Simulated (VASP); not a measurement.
Input of a VASP 6.6.1 run:

The input INCAR:

```
SYSTEM = Hg
PREC = Accurate ; ENCUT = 520
EDIFF = 1E-6 ; ISMEAR = 0
SIGMA = 0.15 ; LREAL = .False.
LASPH = .True. ; NELM = 100
ALGO = Fast ; ISIF = 2
LWAVE = .False. ; LCHARG = .False.
GGA = PS ; IVDW = 12
NBANDS = 19
```

KPOINTS

```
regular mesh
0
Gamma
  18 18 10
  0 0 0
```

File POSCAR:

```
Hg
1.0
    3.1935000000      0.0000000000      0.0000000000
   -1.5967500000      2.7656521270      0.0000000000
    0.0000000000      0.0000000000      5.4194000000
Hg
2
Direct
    0.6666666667      0.3333333333      0.7500000000
    0.3333333333      0.6666666667      0.2500000000
```

Potentials or basis: VASP PAW PBE potentials, release 64 (Hg).

Command:

```sh
$ cat potpaw_PBE.64/Hg/POTCAR > POTCAR
$ mpirun -np 1 vasp_std > vasp.out
```

(1) What does it give for the dispersion energy per atom?

(2) Estimate the band gap on the k mesh.

(3) Predict the pressure.

## Answers

(1) -0.416 eV.

(2) zero (bands 12 and 13 overlap by 1.82 eV).

(3) -3.0 GPa.

Caveat: the PAW data sets were made with another functional, which shifts forces and pressure a little; spin-orbit coupling is left out, which moves the levels of the heavy elements.
